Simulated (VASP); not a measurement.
# LiF in VASP: further runs

The runs below take LiF through single point, with PBE.

Everything below comes from runs of VASP 6.6.1. Logs are shortened: lines on timing, memory, paths and dates and some standing lists are left out, and cuts for length are marked.

## 1. The cell of the first run

The cell holds a wire or tube with vacuum around it, 4 atoms: a = 10.900 Å, b = 9.300 Å, c = 3.542 Å, α = 90.00°, β = 90.00°, γ = 90.00°.

## 2. Single point, PBE, collinear spin

Contents of INCAR:

```
PREC     = Accurate       # precision mode
ENCUT    = 520            # plane-wave cutoff, eV
EDIFF    = 1E-6           # SCF threshold, eV
ISMEAR   = 0              # smearing method
SIGMA    = 0.05           # smearing width, eV
LREAL    = F              # projectors in reciprocal space
LASPH    = T              # aspherical terms in the spheres
NELM     = 150            # most SCF steps
ALGO     = Normal         # electronic algorithm
ISIF     = 2              # what is computed and relaxed
LWAVE    = F              # write WAVECAR
LCHARG   = F              # write CHGCAR
ISPIN    = 2              # spin polarisation
MAGMOM   = 0.5 0.5 0.5 0.5 # initial moments
LORBIT   = 11             # projections on sites
GGA      = PE             # functional
NBANDS   = 22             # bands
```

Contents of KPOINTS:

```
Automatic mesh
0
Gamma
  1 1 18
```

Contents of POSCAR:

```
LiF
1.0
   10.9000000000      0.0000000000      0.0000000000
    0.0000000000      9.3000000000      0.0000000000
    0.0000000000      0.0000000000      3.5421148189
Li F
2 2
Direct
    0.4198402790      0.5000000000      0.0000000000
    0.5801597210      0.5000000000      0.5000000000
    0.4041267250      0.5000000000      0.5000000000
    0.5958732750      0.5000000000      0.0000000000
```

Potentials or basis: VASP PAW PBE potentials, release 64 (Li_sv, F).

Launch:

```
> cat potpaw_PBE.64/Li_sv/POTCAR potpaw_PBE.64/F/POTCAR > POTCAR
> mpirun -np 1 vasp_std > vasp.out
```

OUTCAR:

```text
PREC = Accurate
   ENCUT = 520
   EDIFF = 1E-6
   ISMEAR = 0
   LREAL = F
   LASPH = T
   NELM = 150
   ISIF = 2
   ISPIN = 2
   LORBIT = 11
   GGA = PE

 ion  position               nearest neighbor table
   1  0.420  0.500  0.000-   3 1.78   3 1.78   4 1.92   2 2.49   2 2.49
   2  0.580  0.500  0.500-   4 1.78   4 1.78   3 1.92   1 2.49   1 2.49
   3  0.404  0.500  0.500-   1 1.78   1 1.78   2 1.92
   4  0.596  0.500  0.000-   2 1.78   2 1.78   1 1.92

  LATTYP: Found a simple orthorhombic cell.
 ALAT       =     3.5421148189
 B/A-ratio  =     2.6255501234
 C/A-ratio  =     3.0772576716

  Lattice vectors:

 A1 = (   0.0000000000,   0.0000000000,  -3.5421148189)
 A2 = (   0.0000000000,   9.3000000000,   0.0000000000)
 A3 = (  10.9000000000,   0.0000000000,   0.0000000000)

Analysis of symmetry for initial positions (statically):
=====================================================================
 Subroutine PRICEL returns:
 Original cell was already a primitive cell.

 Routine SETGRP: Setting up the symmetry group for a
 simple orthorhombic supercell.

 Subroutine GETGRP returns: Found  8 space group operations
 (whereof  4 operations were pure point group operations)
 out of a pool of  8 trial point group operations.

The static configuration has the point symmetry C_2v.
 The point group associated with its full space group is D_2h.

Analysis of symmetry for dynamics (positions and initial velocities):
=====================================================================
 Subroutine PRICEL returns:
 Original cell was already a primitive cell.

 Routine SETGRP: Setting up the symmetry group for a
 simple orthorhombic supercell.

 Subroutine GETGRP returns: Found  8 space group operations
 (whereof  4 operations were pure point group operations)
 out of a pool of  8 trial point group operations.

The dynamic configuration has the point symmetry C_2v.
 The point group associated with its full space group is D_2h.

Analysis of structural, dynamic, and magnetic symmetry:
=====================================================================
 Subroutine PRICEL returns:
 Original cell was already a primitive cell.

 Routine SETGRP: Setting up the symmetry group for a
 simple orthorhombic supercell.

 Subroutine GETGRP returns: Found  8 space group operations
 (whereof  4 operations were pure point group operations)
 out of a pool of  8 trial point group operations.

The overall configuration has the point symmetry C_2v.
 The point group associated with its full space group is D_2h.

 Subroutine INISYM returns: Found  8 space group operations
 (whereof  4 operations are pure point group operations),
 and found     1 'primitive' translations

----------------------------------------------------------------------------------------

                                     Primitive cell

  volume of cell :     359.0642

  direct lattice vectors                    reciprocal lattice vectors
    10.900000000  0.000000000  0.000000000     0.091743119  0.000000000  0.000000000
     0.000000000  9.300000000  0.000000000     0.000000000  0.107526882  0.000000000
     0.000000000  0.000000000  3.542114819     0.000000000  0.000000000  0.282317218

  length of vectors
    10.900000000  9.300000000  3.542114819     0.091743119  0.107526882  0.282317218

  position of ions in fractional coordinates (direct lattice)
     0.419840279  0.500000000  0.000000000
     0.580159721  0.500000000  0.500000000
     0.404126725  0.500000000  0.500000000
     0.595873275  0.500000000  0.000000000

  ion indices of the primitive-cell ions
   primitive index   ion index
                 1           1
                 2           2
                 3           3
                 4           4

----------------------------------------------------------------------------------------

 KPOINTS: Automatic mesh

Automatic generation of k-mesh.
 Grid dimensions read from file:
 generate k-points for:    1    1   18

 Generating k-lattice:

  Cartesian coordinates                     Fractional coordinates (reciprocal lattice)
     0.091743119  0.000000000  0.000000000     1.000000000  0.000000000  0.000000000
     0.000000000  0.107526882  0.000000000     0.000000000  1.000000000  0.000000000
     0.000000000  0.000000000  0.015684290     0.000000000  0.000000000  0.055555556

  Length of vectors
     0.091743119  0.107526882  0.015684290

  Shift w.r.t. Gamma in fractional coordinates (k-lattice)
     0.000000000  0.000000000  0.000000000

 Subroutine IBZKPT returns following result:
 ===========================================

 Found     10 irreducible k-points:

 Following reciprocal coordinates:
            Coordinates               Weight
  0.000000  0.000000  0.000000      1.000000
  0.000000  0.000000  0.055556      2.000000
  0.000000  0.000000  0.111111      2.000000
  0.000000  0.000000  0.166667      2.000000
  0.000000  0.000000  0.222222      2.000000
  0.000000  0.000000  0.277778      2.000000
  0.000000  0.000000  0.333333      2.000000
  0.000000  0.000000  0.388889      2.000000
  0.000000  0.000000  0.444444      2.000000
  0.000000  0.000000  0.500000      1.000000
   k-points           NKPTS =     10   k-points in BZ     NKDIM =     10   number of bands    NBANDS=     22
   number of dos      NEDOS =    301   number of ions     NIONS =      4
   total plane-waves  NPLWV = 164640
   dimension x,y,z NGX =    84 NGY =   70 NGZ =   28
   dimension x,y,z NGXF=   168 NGYF=  140 NGZF=   56
   ions per type =               2   2
   NGX,Y,Z   is equivalent  to a cutoff of  12.81, 12.51, 13.14 a.u.
   NGXF,Y,Z  is equivalent  to a cutoff of  25.62, 25.03, 26.28 a.u.
 SYSTEM =  unknown system
   PREC   = accura    normal or accurate (medium, high low for compatibility)
   ISTART =      0    job   : 0-new  1-cont  2-samecut
   ICHARG =      2    charge: 1-file 2-atom 10-const
   ISPIN  =      2    spin polarized calculation?
   LNONCOLLINEAR =      F non collinear calculations
   LSORBIT =      F    spin-orbit coupling
   LASPH  =      T    aspherical Exc in radial PAW
   ENCUT  =  520.0 eV  38.22 Ry    6.18 a.u.  20.27 17.29  6.59*2*pi/ulx,y,z
   NELM   =    150;   NELMIN=  2; NELMDL= -5     # of ELM steps
   EDIFF  = 0.1E-05   stopping-criterion for ELM
   LREAL  =      F    real-space projection
   EDIFFG = 0.1E-04   stopping-criterion for IOM
   NSW    =      0    number of steps for IOM
   IBRION =     -1    ionic relax: 0-MD 1-quasi-New 2-CG
   NFREE  =      0    steps in history (QN), initial steepest desc. (CG)
   ISIF   =      2    stress and relaxation
   ISYM   =      2    0-nonsym 1-usesym 2-fastsym
   POTIM  = 0.5000    time-step for ionic-motion
   TEBEG  =    0.0;   TEEND  =   0.0 temperature during run
   PSTRESS=    0.0 pullay stress
   NELECT =      20.0000    total number of electrons
   NUPDOWN=      -1.0000    fix difference up-down
   EMIN   =  10.00;   EMAX   =-10.00  energy-range for DOS
   EFERMI =   0.00;   METHOD = LEGACY
   ISMEAR =     0;   SIGMA  =   0.05  broadening in eV -4-tet -1-fermi 0-gaus
   EFERMI_NEDOS =   21; number of points for ismear=-14 and -15
   IALGO  =     38    algorithm
   IMIX   =      4    mixing-type and parameters
     AMIX     =   0.40;   BMIX     =  1.00
     AMIX_MAG =   1.60;   BMIX_MAG =  1.00
  volume/ion in A,a.u.               =      89.77       605.77
  Fermi-wavevector in a.u.,A,eV,Ry     =   0.625212  1.181480  5.318386  0.390890
  Thomas-Fermi vector in A             =   1.686039
   LORBIT       =     11    0 simple, 1 ext, 2 COOP (PROOUT), +10 PAW based schemes
   GGA     = PE    functional components
   LHFCALC =     F    Hartree Fock is set to
   AEXX    =    0.0000 exact exchange contribution
   IVDW    =     0    specifies the selected vdW correction
   LEPSILON=     F    determine dielectric tensor
   LRPA    =     F    only Hartree local field effects (RPA)
 spin polarized calculation
 Gauss-broadening in eV      SIGMA  =   0.05
  energy-cutoff  :      520.00
  volume of cell :      359.06
 maximum number of plane-waves:      9727
 NGX is ok and might be reduce to    84
   NGX = 41   NGY = 35   NGZ = 13

 number of electron      20.0000002 magnetization       0.0000027

 number of electron      20.0000002 magnetization      -0.0000230

 Free energy of the ion-electron system (eV)
  ---------------------------------------------------
  ext. energy  EPLUGINS =         0.00000000
  ---------------------------------------------------
  free energy    TOTEN  =       -18.26925481 eV

  energy without entropy =      -18.26925481  energy(sigma->0) =      -18.26925481

 E-fermi :  -6.9283     XC(G=0):  -1.7796

 val. band max:       -7.1735750027   @ k =   0.0000   0.0000   0.0556
 cond. band min:      -0.5312843526   @ k =   0.0000   0.0000   0.0000
 fundamental gap:      6.6422906501
 Fermi energy:        -6.9283184420

 spin component 1

 k-point     1 :       0.0000    0.0000    0.0000
  band No.  band energies     occupation
      1     -48.3648      1.00000
      2     -48.2968      1.00000
      3     -26.1964      1.00000
      4     -25.9957      1.00000
      5      -8.7786      1.00000
      6      -8.3585      1.00000
[... 14 lines left out ...]
     21       4.6768      0.00000
     22       5.6023      0.00000

 k-point     2 :       0.0000    0.0000    0.0556
  band No.  band energies     occupation
      1     -48.3641      1.00000
      2     -48.2972      1.00000
      3     -26.1979      1.00000
      4     -26.0005      1.00000
      5      -8.7655      1.00000
      6      -8.3529      1.00000
[... 14 lines left out ...]
     21       4.7114      0.00000
     22       5.6259      0.00000
[... 158 lines left out ...]
      6      -8.2269      1.00000
[... 14 lines left out ...]
     21       4.8258      0.00000
     22       5.0109      0.00000

 k-point    10 :       0.0000    0.0000    0.5000
  band No.  band energies     occupation
      1     -48.3248      1.00000
      2     -48.3248      1.00000
      3     -26.2011      1.00000
      4     -26.2011      1.00000
      5      -8.2511      1.00000
      6      -8.2511      1.00000
[... 14 lines left out ...]
     21       5.0364      0.00000
     22       5.0364      0.00000
 Fermi energy:        -6.9283184420

 spin component 2

 k-point     1 :       0.0000    0.0000    0.0000
  band No.  band energies     occupation
      1     -48.3648      1.00000
      2     -48.2969      1.00000
      3     -26.1964      1.00000
      4     -25.9957      1.00000
      5      -8.7787      1.00000
      6      -8.3585      1.00000
[... 14 lines left out ...]
     21       4.6883      0.00000
     22       5.6094      0.00000

 k-point     2 :       0.0000    0.0000    0.0556
  band No.  band energies     occupation
      1     -48.3641      1.00000
      2     -48.2972      1.00000
      3     -26.1979      1.00000
      4     -26.0005      1.00000
      5      -8.7655      1.00000
      6      -8.3529      1.00000
[... 14 lines left out ...]
     21       4.7228      0.00000
     22       5.6324      0.00000
[... 173 lines left out ...]
     21       4.8315      0.00000
     22       5.0377      0.00000

 k-point    10 :       0.0000    0.0000    0.5000
  band No.  band energies     occupation
      1     -48.3248      1.00000
      2     -48.3248      1.00000
      3     -26.2011      1.00000
      4     -26.2011      1.00000
      5      -8.2511      1.00000
      6      -8.2511      1.00000
[... 14 lines left out ...]
     21       5.0413      0.00000
     22       5.0413      0.00000

------------------------ aborting loop because EDIFF is reached ----------------------------------------

  FORCE on cell =-STRESS in cart. coord.  units (eV):
  Direction    XX          YY          ZZ          XY          YZ          ZX
  --------------------------------------------------------------------------------------
  -------------------------------------------------------------------------------------
  Total       -0.0804876     -0.1006211      0.1040974      0.0000000      0.0000000      0.0000000
  in kB       -0.3591429     -0.4489808      0.4644921      0.0000000      0.0000000      0.0000000
  external PRESSURE =      -0.1145439 kB  Pullay stress =       0.0000000 kB

 VOLUME and BASIS-vectors are now :
 -----------------------------------------------------------------------------
  energy-cutoff  :      520.00
  volume of cell :      359.06
      direct lattice vectors                 reciprocal lattice vectors
    10.900000000  0.000000000  0.000000000     0.091743119  0.000000000  0.000000000
     0.000000000  9.300000000  0.000000000     0.000000000  0.107526882  0.000000000
     0.000000000  0.000000000  3.542114819     0.000000000  0.000000000  0.282317218

 POSITION                                       TOTAL-FORCE (eV/Angst)
 -----------------------------------------------------------------------------------
      4.57626      4.65000      0.00000        -0.014164      0.000000      0.000000
      6.32374      4.65000      1.77106         0.014164      0.000000      0.000000
      4.40498      4.65000      1.77106         0.000315      0.000000      0.000000
      6.49502      4.65000      0.00000        -0.000315      0.000000      0.000000
 -----------------------------------------------------------------------------------
    total drift:                               -0.000000      0.000000     -0.000000

  FREE ENERGIE OF THE ION-ELECTRON SYSTEM (eV)
  ---------------------------------------------------
  free  energy   TOTEN  =       -18.2692548126 eV

  energy  without entropy=      -18.2692548126  energy(sigma->0) =      -18.26925481

 total charge

# of ion       s       p       d       tot
------------------------------------------
    1        2.024   0.059   0.000   2.083
    2        2.024   0.059   0.000   2.083
    3        1.729   4.395   0.000   6.124
    4        1.729   4.395   0.000   6.124
--------------------------------------------------
tot          7.505   8.908   0.000  16.413

 magnetization (x)

# of ion       s       p       d       tot
------------------------------------------
    1       -0.000  -0.000   0.000  -0.000
    2       -0.000  -0.000   0.000  -0.000
    3        0.000   0.000   0.000   0.000
    4        0.000   0.000   0.000   0.000
--------------------------------------------------
tot         -0.000   0.000   0.000   0.000
```

Run time: 4.4 min. Hardware: 1 thread of Intel Xeon Platinum 8488C (Sapphire Rapids), shared host; peak memory 0.59 GiB.

What came out:

```yaml
Free_energy: -18.2693 eV
Largest_force: 0.014 eV/Å
Band_gap_on_the_k_mesh: 6.64 eV
Net_moment: 0.00 μB per cell
Valence_electrons_inside_the_program's_atomic_spheres: Li 2.08; F 6.12
```

Forces in eV/Å, atoms in the order of the input:
```
Li  -0.014  0.000  0.000
Li   0.014  0.000  0.000
F    0.000  0.000  0.000
F    0.000  0.000  0.000
```

Caveat: the cutoff is under 1.25 times the usual one of these potentials, so pressure, stress and relaxed cells hold a basis-set (Pulay) error.

## 3. Single point, PBE, collinear spin

This run uses another cell than the first one.

Contents of INCAR:

```
SYSTEM = LiF
PREC = Accurate ; ENCUT = 520
EDIFF = 1E-6 ; ISMEAR = 0
SIGMA = 0.05 ; LREAL = .False.
LASPH = .True. ; NELM = 150
ALGO = Normal ; ISIF = 2
LWAVE = .False. ; LCHARG = .False.
ISPIN = 2 ; MAGMOM = 0.5 0.5 0.5 0.5
LORBIT = 11 ; GGA = PE
NBANDS = 22
```

Contents of KPOINTS:

```
Automatic mesh
0
Gamma
  1 1 18
  0 0 0
```

Contents of POSCAR:

```
LiF
1.0
   10.9000000000      0.0000000000      0.0000000000
    0.0000000000      9.3000000000      0.0000000000
    0.0000000000      0.0000000000      3.6603610788
Li F
2 2
Direct
    0.4118491025      0.5000000000      0.0000000000
    0.5881508975      0.5000000000      0.5000000000
    0.4118491025      0.5000000000      0.5000000000
    0.5881508975      0.5000000000      0.0000000000
```

Potentials or basis: VASP PAW PBE potentials, release 64 (Li_sv, F).

Launch:

```
> cat potpaw_PBE.64/Li_sv/POTCAR potpaw_PBE.64/F/POTCAR > POTCAR
> mpirun -np 1 vasp_std > vasp.out
```

It took 5.5 min on 1 thread of Intel Xeon Platinum 8488C (Sapphire Rapids), shared host; peak memory 0.6 GiB.

The run converged. Its results:

| Item | Value |
| --- | --- |
| Free energy | -18.1827 eV |
| Largest force | 0.386 eV/Å |
| Band gap on the k mesh | 6.24 eV |
| Net moment | 0.00 μB per cell |
| Valence electrons inside the program's atomic spheres | Li 2.07; F 6.12 |

Forces on the atoms (eV/Å):
```
Li   0.386  0.000  0.000
Li  -0.386  0.000  0.000
F   -0.382  0.000  0.000
F    0.382  0.000  0.000
```

Levels at points of the mesh, in eV from the valence-band top:
Spin up:
| k point | band 6 | band 7 | band 8 | band 9 | band 10 | band 11 | band 12 | band 13 | band 14 | band 15 |
| --- | --- | --- | --- | --- | --- | --- | --- | --- | --- | --- |
| (0.00, 0.00, 0.00) | -1.19 | -0.73 | -0.66 | -0.07 | 0.00 | 6.24 | 7.29 | 7.78 | 7.89 | 8.45 |
| (0.00, 0.00, 0.50) | -1.20 | -0.27 | -0.27 | -0.10 | -0.10 | 9.01 | 9.01 | 9.71 | 9.71 | 9.79 |
Spin down:
```
           k point  band 7  band 8  band 9  band 10  band 11  band 12  band 13  band 14
(0.00, 0.00, 0.00)   -0.73   -0.66   -0.07     0.00     6.24     7.29     7.78     7.90
(0.00, 0.00, 0.50)   -0.27   -0.27   -0.10    -0.10     9.02     9.02     9.71     9.71
```

Caveat: the cutoff is under 1.25 times the usual one of these potentials, so pressure, stress and relaxed cells hold a basis-set (Pulay) error.
